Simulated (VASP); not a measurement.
Write the native input for VASP 6.6.1 that does the following.

```yaml
Task: single point
Functional: r2SCAN
Potentials_or_basis: VASP PAW PBE potentials, release 64 (Bi_d, Te)
Cutoff: 520 eV
k_mesh: 7 × 7 × 7
Occupations: fermi-dirac, width 0.05 eV
Spin: no spin polarisation
Dipole_correction: no
Further_INCAR_settings: ALGO = Normal; EDIFF = 1e-06; NBANDS = 18
```

Crystal: BiTe.

```
CELL_PARAMETERS angstrom
2.42271 1.39875 3.31729
-2.42271 1.39875 3.31729
0.00000 -2.79750 3.31729
ATOMIC_POSITIONS crystal
Bi 0.50000 0.50000 0.50000
Te 0.00000 0.00000 0.00000
```

These files were run (other wordings do the same):

POSCAR

```
BiTe
1.0
    2.4227077728      1.3987509848      3.3172919545
   -2.4227077728      1.3987509848      3.3172919545
    0.0000000000     -2.7975019696      3.3172919545
Bi Te
1 1
Direct
    0.5000000000      0.5000000000      0.5000000000
    0.0000000000      0.0000000000      0.0000000000
```

INCAR.step1

```
  ALGO = Normal
  EDIFF = 1E-4
  ENCUT = 520
  GGA = PE
  ISMEAR = -1
  LASPH = T
  LCHARG = F
  LREAL = F
  LWAVE = T
  NBANDS = 18
  NELM = 100
  PREC = Accurate
  SIGMA = 0.05
```

INCAR.step2

```
  ALGO = Normal
  EDIFF = 1E-6
  ENCUT = 520
  ISIF = 2
  ISMEAR = -1
  ISTART = 1
  LASPH = T
  LCHARG = F
  LMIXTAU = T
  LREAL = F
  LWAVE = F
  METAGGA = R2SCAN
  NBANDS = 18
  NELM = 100
  PREC = Accurate
  SIGMA = 0.05
```

KPOINTS

```
k-points
0
Gamma
  7 7 7
```

Potentials or basis: VASP PAW PBE potentials, release 64 (Bi_d, Te).

Run with:

```bash
$ cat potpaw_PBE.64/Bi_d/POTCAR potpaw_PBE.64/Te/POTCAR > POTCAR
$ cp INCAR.step1 INCAR
$ mpirun -np 1 vasp_std > vasp.out
$ cp INCAR.step2 INCAR
$ mpirun -np 1 vasp_std > vasp.out
```

It gave:

The pressure is -0.6 GPa.

Caveat: the PAW data sets were made with another functional, which shifts forces and pressure a little.

Run time: 2.6 min on 1 thread of Intel Xeon 8259CL (shared host), peak memory 0.22 GiB.
